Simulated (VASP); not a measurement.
# WSe2 (P6_3/mmc) in VASP: relaxation of cell and atoms with r2SCAN

Aim: the relaxation of cell and atoms of WSe2 with r2SCAN.

Program: VASP 6.6.1. These are calculated values, not measurements. Logs are shortened: lines on timing, memory, paths and dates and some standing lists are left out, and cuts for length are marked.

## Step 1: The cell of the first run

The structure is hexagonal, space group P6_3/mmc (No. 194). The conventional cell has a = 3.320 Å, b = 3.320 Å, c = 13.737 Å, α = 90.00°, β = 90.00°, γ = 120.00°. W (site symmetry -6m2) has 6 Se at 2.54 Å and 6 W at 3.32 Å within 3.4 Å. Within 3.4 Å of Se (site symmetry 3m) lie 3 W at 2.54 Å and 7 Se at 3.32 Å.

## Step 2: Relaxation of cell and atoms, r2SCAN

POSCAR reads:

```
WSe2
1.0
    3.3199329218      0.0000000000      0.0000000000
   -1.6599664609      2.8751462491      0.0000000000
    0.0000000000      0.0000000000     13.7371873000
W Se
2 4
Direct
    0.6666666700      0.3333333300      0.7500000000
    0.3333333300      0.6666666700      0.2500000000
    0.3333333300      0.6666666700      0.8710007900
    0.6666666700      0.3333333300      0.3710007900
    0.3333333300      0.6666666700      0.6289992100
    0.6666666700      0.3333333300      0.1289992100
```

INCAR.step1 reads:

```
ALGO     = Normal         # electronic algorithm
EDIFF    = 1E-4           # SCF threshold, eV
ENCUT    = 600            # plane-wave cutoff, eV
GGA      = PE             # functional
ISMEAR   = 0              # smearing method
LASPH    = True           # aspherical terms in the spheres
LCHARG   = False          # write CHGCAR
LREAL    = False          # projectors in reciprocal space
LWAVE    = True           # write WAVECAR
NELM     = 80             # most SCF steps
PREC     = Accurate       # precision mode
SIGMA    = 0.02           # smearing width, eV
```

INCAR.step2 reads:

```
ALGO     = Normal         # electronic algorithm
EDIFF    = 1E-7           # SCF threshold, eV
EDIFFG   = -0.01          # ionic threshold
ENCUT    = 600            # plane-wave cutoff, eV
IBRION   = 2              # ionic algorithm
ISIF     = 3              # what is computed and relaxed
ISMEAR   = 0              # smearing method
ISTART   = 1            
LASPH    = True           # aspherical terms in the spheres
LCHARG   = False          # write CHGCAR
LMIXTAU  = True         
LREAL    = False          # projectors in reciprocal space
LWAVE    = False          # write WAVECAR
METAGGA  = R2SCAN         # meta-GGA
NELM     = 80             # most SCF steps
NSW      = 100            # ionic steps
PREC     = Accurate       # precision mode
SIGMA    = 0.02           # smearing width, eV
```

KPOINTS reads:

```
k-points
0
Gamma
  12 12 2
```

Potentials or basis: VASP PAW PBE potentials, release 64 (W_sv, Se).

Launch:

```bash
cat potpaw_PBE.64/W_sv/POTCAR potpaw_PBE.64/Se/POTCAR > POTCAR
cp INCAR.step1 INCAR
mpirun -np 1 vasp_std > vasp.out
cp INCAR.step2 INCAR
mpirun -np 1 vasp_std > vasp.out
```

OUTCAR:

```text
EDIFF = 1E-7
   EDIFFG = -0.01
   ENCUT = 600
   IBRION = 2
   ISIF = 3
   ISMEAR = 0
   ISTART = 1
   LASPH = True
   LREAL = False
   METAGGA = R2SCAN
   NELM = 80
   NSW = 100
   PREC = Accurate

 ion  position               nearest neighbor table
   1  0.667  0.333  0.750-   3 2.54   5 2.54   3 2.54   5 2.54   3 2.54   5 2.54
   2  0.333  0.667  0.250-   4 2.54   6 2.54   4 2.54   6 2.54   4 2.54   6 2.54
   3  0.333  0.667  0.871-   1 2.54   1 2.54   1 2.54
   4  0.667  0.333  0.371-   2 2.54   2 2.54   2 2.54
   5  0.333  0.667  0.629-   1 2.54   1 2.54   1 2.54
   6  0.667  0.333  0.129-   2 2.54   2 2.54   2 2.54

  LATTYP: Found a hexagonal cell.
 ALAT       =     3.3199329218
 C/A-ratio  =     4.1377906191

  Lattice vectors:

 A1 = (   3.3199329218,   0.0000000000,   0.0000000000)
 A2 = (  -1.6599664609,   2.8751462491,   0.0000000000)
 A3 = (   0.0000000000,   0.0000000000,  13.7371873000)

Analysis of symmetry for initial positions (statically):
=====================================================================
 Subroutine PRICEL returns:
 Original cell was already a primitive cell.

 Routine SETGRP: Setting up the symmetry group for a
 hexagonal supercell.

 Subroutine GETGRP returns: Found 24 space group operations
 (whereof 12 operations were pure point group operations)
 out of a pool of 24 trial point group operations.

The static configuration has the point symmetry D_3d.
 The point group associated with its full space group is D_6h.

Analysis of symmetry for dynamics (positions and initial velocities):
=====================================================================
 Subroutine PRICEL returns:
 Original cell was already a primitive cell.

 Routine SETGRP: Setting up the symmetry group for a
 hexagonal supercell.

 Subroutine GETGRP returns: Found 24 space group operations
 (whereof 12 operations were pure point group operations)
 out of a pool of 24 trial point group operations.

The dynamic configuration has the point symmetry D_3d.
 The point group associated with its full space group is D_6h.

 Subroutine INISYM returns: Found 24 space group operations
 (whereof 12 operations are pure point group operations),
 and found     1 'primitive' translations

----------------------------------------------------------------------------------------

                                     Primitive cell

  volume of cell :     131.1255

  direct lattice vectors                    reciprocal lattice vectors
     3.319932922  0.000000000  0.000000000     0.301210905  0.173904197  0.000000000
    -1.659966461  2.875146249  0.000000000     0.000000000  0.347808394  0.000000000
     0.000000000  0.000000000 13.737187300     0.000000000  0.000000000  0.072795106

  length of vectors
     3.319932922  3.319932922 13.737187300     0.347808394  0.347808394  0.072795106

  position of ions in fractional coordinates (direct lattice)
     0.666666670  0.333333330  0.750000000
     0.333333330  0.666666670  0.250000000
     0.333333330  0.666666670  0.871000790
     0.666666670  0.333333330  0.371000790
     0.333333330  0.666666670  0.628999210
     0.666666670  0.333333330  0.128999210

  ion indices of the primitive-cell ions
   primitive index   ion index
                 1           1
                 2           2
                 3           3
                 4           4
                 5           5
                 6           6

----------------------------------------------------------------------------------------

 KPOINTS: k-points

Automatic generation of k-mesh.
 Grid dimensions read from file:
 generate k-points for:   12   12    2

 Generating k-lattice:

  Cartesian coordinates                     Fractional coordinates (reciprocal lattice)
     0.025100909  0.014492016  0.000000000     0.083333333  0.000000000  0.000000000
     0.000000000  0.028984033  0.000000000     0.000000000  0.083333333  0.000000000
     0.000000000  0.000000000  0.036397553     0.000000000  0.000000000  0.500000000

  Length of vectors
     0.028984033  0.028984033  0.036397553

  Shift w.r.t. Gamma in fractional coordinates (k-lattice)
     0.000000000  0.000000000  0.000000000

 Subroutine IBZKPT returns following result:
 ===========================================

 Found     38 irreducible k-points:

 Following reciprocal coordinates:
            Coordinates               Weight
  0.000000  0.000000  0.000000      1.000000
  0.083333  0.000000  0.000000      6.000000
  0.166667 -0.000000  0.000000      6.000000
  0.250000 -0.000000  0.000000      6.000000
  0.333333  0.000000  0.000000      6.000000
  0.416667 -0.000000  0.000000      6.000000
[... 16 lines left out ...]
  0.250000 -0.000000  0.500000      6.000000
  0.333333  0.000000  0.500000      6.000000
 [... further k-points ...]
   k-points           NKPTS =     38   k-points in BZ     NKDIM =     38   number of bands    NBANDS=     31
   number of dos      NEDOS =    301   number of ions     NIONS =      6
   total plane-waves  NPLWV =  87808
   dimension x,y,z NGX =    28 NGY =   28 NGZ =  112
   dimension x,y,z NGXF=    56 NGYF=   56 NGZF=  224
   ions per type =               2   4
   NGX,Y,Z   is equivalent  to a cutoff of  14.02, 14.02, 13.55 a.u.
   NGXF,Y,Z  is equivalent  to a cutoff of  28.04, 28.04, 27.11 a.u.
 SYSTEM =  unknown system
   PREC   = accura    normal or accurate (medium, high low for compatibility)
   ISTART =      1    job   : 0-new  1-cont  2-samecut
   ICHARG =      0    charge: 1-file 2-atom 10-const
   ISPIN  =      1    spin polarized calculation?
   LNONCOLLINEAR =      F non collinear calculations
   LSORBIT =      F    spin-orbit coupling
   LASPH  =      T    aspherical Exc in radial PAW
   ENCUT  =  600.0 eV  44.10 Ry    6.64 a.u.   6.63  6.63 27.44*2*pi/ulx,y,z
   NELM   =     80;   NELMIN=  2; NELMDL=  0     # of ELM steps
   EDIFF  = 0.1E-06   stopping-criterion for ELM
   LREAL  =      F    real-space projection
   EDIFFG = -.1E-01   stopping-criterion for IOM
   NSW    =    100    number of steps for IOM
   IBRION =      2    ionic relax: 0-MD 1-quasi-New 2-CG
   NFREE  =      1    steps in history (QN), initial steepest desc. (CG)
   ISIF   =      3    stress and relaxation
   ISYM   =      2    0-nonsym 1-usesym 2-fastsym
   POTIM  = 0.5000    time-step for ionic-motion
   TEBEG  =    0.0;   TEEND  =   0.0 temperature during run
   PSTRESS=    0.0 pullay stress
   NELECT =      52.0000    total number of electrons
   NUPDOWN=      -1.0000    fix difference up-down
   EMIN   =  10.00;   EMAX   =-10.00  energy-range for DOS
   EFERMI =   0.00;   METHOD = LEGACY
   ISMEAR =     0;   SIGMA  =   0.02  broadening in eV -4-tet -1-fermi 0-gaus
   EFERMI_NEDOS =   21; number of points for ismear=-14 and -15
   IALGO  =     38    algorithm
   IMIX   =      4    mixing-type and parameters
     AMIX     =   0.40;   BMIX     =  1.00
     AMIX_MAG =   1.60;   BMIX_MAG =  1.00
  volume/ion in A,a.u.               =      21.85       147.48
  Fermi-wavevector in a.u.,A,eV,Ry     =   1.202764  2.272894 19.682734  1.446640
  Thomas-Fermi vector in A             =   2.338536
   LORBIT       =      0    0 simple, 1 ext, 2 COOP (PROOUT), +10 PAW based schemes
   METAGGA = R2SCAN    functional components
   LHFCALC =     F    Hartree Fock is set to
   AEXX    =    0.0000 exact exchange contribution
   IVDW    =     0    specifies the selected vdW correction
   LEPSILON=     F    determine dielectric tensor
   LRPA    =     F    only Hartree local field effects (RPA)
 conjugate gradient relaxation of ions
 non-spin polarized calculation
 Gauss-broadening in eV      SIGMA  =   0.02
  energy-cutoff  :      600.00
  volume of cell :      131.13
 maximum number of plane-waves:      4434
 NGX is ok and might be reduce to    28
   NGX = 13   NGY = 13   NGZ = 55

--------------------------------------- Ionic step        1  -------------------------------------------

 number of electron      52.0000004 magnetization

 Free energy of the ion-electron system (eV)
  ---------------------------------------------------
  ext. energy  EPLUGINS =         0.00000000
  ---------------------------------------------------
  free energy    TOTEN  =      -163.59643250 eV

  energy without entropy =     -163.59643250  energy(sigma->0) =     -163.59643250

------------------------ aborting loop because EDIFF is reached ----------------------------------------

  FORCE on cell =-STRESS in cart. coord.  units (eV):
  Direction    XX          YY          ZZ          XY          YZ          ZX
  --------------------------------------------------------------------------------------
  -------------------------------------------------------------------------------------
  Total       -0.1285315     -0.1285315     -0.0165985      0.0000000      0.0000000      0.0000000
  in kB       -1.5704819     -1.5704819     -0.2028117      0.0000000      0.0000000      0.0000000
  external PRESSURE =      -1.1145918 kB  Pullay stress =       0.0000000 kB
[... 145 lines left out ...]
  energy  without entropy=     -163.5965147290  energy(sigma->0) =     -163.59651473

--------------------------------------- Ionic step        5  -------------------------------------------

 number of electron      52.0000004 magnetization

 Free energy of the ion-electron system (eV)
  ---------------------------------------------------
  ext. energy  EPLUGINS =         0.00000000
  ---------------------------------------------------
  free energy    TOTEN  =      -163.59652837 eV

  energy without entropy =     -163.59652837  energy(sigma->0) =     -163.59652837

 E-fermi :   5.4125     XC(G=0): -10.8844

 val. band max:        5.1699521929   @ k =   0.0000   0.0000   0.0000
 cond. band min:       6.5155066505   @ k =   0.1667   0.1667   0.0000
 fundamental gap:      1.3455544576
 Fermi energy:         5.4124816538

 k-point     1 :       0.0000    0.0000    0.0000
  band No.  band energies     occupation
      1     -71.0567      2.00000
      2     -71.0567      2.00000
      3     -34.6323      2.00000
      4     -34.6323      2.00000
      5     -34.5315      2.00000
      6     -34.5315      2.00000
[... 805 lines left out ...]
     30       7.3440      0.00000
     31       8.5719      0.00000

 [... further k-points ...]

------------------------ aborting loop because EDIFF is reached ----------------------------------------

  FORCE on cell =-STRESS in cart. coord.  units (eV):
  Direction    XX          YY          ZZ          XY          YZ          ZX
  --------------------------------------------------------------------------------------
  -------------------------------------------------------------------------------------
  Total        0.0095561      0.0095561     -0.0082464      0.0000000     -0.0000000      0.0000000
  in kB        0.1169138      0.1169138     -0.1008898      0.0000000     -0.0000000      0.0000000
  external PRESSURE =       0.0443126 kB  Pullay stress =       0.0000000 kB
[... 21 lines left out ...]
  FREE ENERGIE OF THE ION-ELECTRON SYSTEM (eV)
  ---------------------------------------------------
  free  energy   TOTEN  =      -163.5965283675 eV

  energy  without entropy=     -163.5965283675  energy(sigma->0) =     -163.59652837

 reached required accuracy - stopping structural energy minimisation
```

Run time: 81 min. Hardware: 1 thread of Oxide Virtual Turin-like, shared host; peak memory 0.39 GiB.

Results:

```
Free energy                           : -163.5965 eV
Relaxed volume                        : 21.83 Å³/atom
Relaxed cell                          : a = 3.317 Å, b = 3.317 Å, c = 13.740 Å, α = 90.00°, β = 90.00°, γ = 120.00°
Space group after relaxing (to 0.1 Å) : P6_3/mmc (No. 194)
Energy gained by relaxing             : 0.0 meV/atom
Ionic steps                           : 5
Pressure after relaxing               : 0.0 GPa
Largest force after relaxing          : 0.004 eV/Å
Band gap on the k mesh                : 1.35 eV (least direct gap 1.58 eV)
```

Forces in eV/Å, atoms in the order of the input:
```
W    0.000  0.000  0.000
W    0.000  0.000  0.000
Se   0.000  0.000  0.004
Se   0.000  0.000  0.004
Se   0.000  0.000 -0.004
Se   0.000  0.000 -0.004
```

Final structure:
```cif
data_structure
_symmetry_space_group_name_H-M 'P 1'
_symmetry_Int_Tables_number 1
_cell_length_a 3.3175
_cell_length_b 3.3175
_cell_length_c 13.7397
_cell_angle_alpha 90.000
_cell_angle_beta 90.000
_cell_angle_gamma 120.000
_cell_volume 130.96
loop_
_atom_site_label
_atom_site_type_symbol
_atom_site_fract_x
_atom_site_fract_y
_atom_site_fract_z
_atom_site_occupancy
W1 W 0.66667 0.33333 0.75000 1
W2 W 0.33333 0.66667 0.25000 1
Se1 Se 0.33333 0.66667 0.87104 1
Se2 Se 0.66667 0.33333 0.37104 1
Se3 Se 0.33333 0.66667 0.62896 1
Se4 Se 0.66667 0.33333 0.12896 1
```

Caveat: the PAW data sets were made with another functional, which shifts forces and pressure a little; spin-orbit coupling is left out, which moves the levels of the heavy elements.
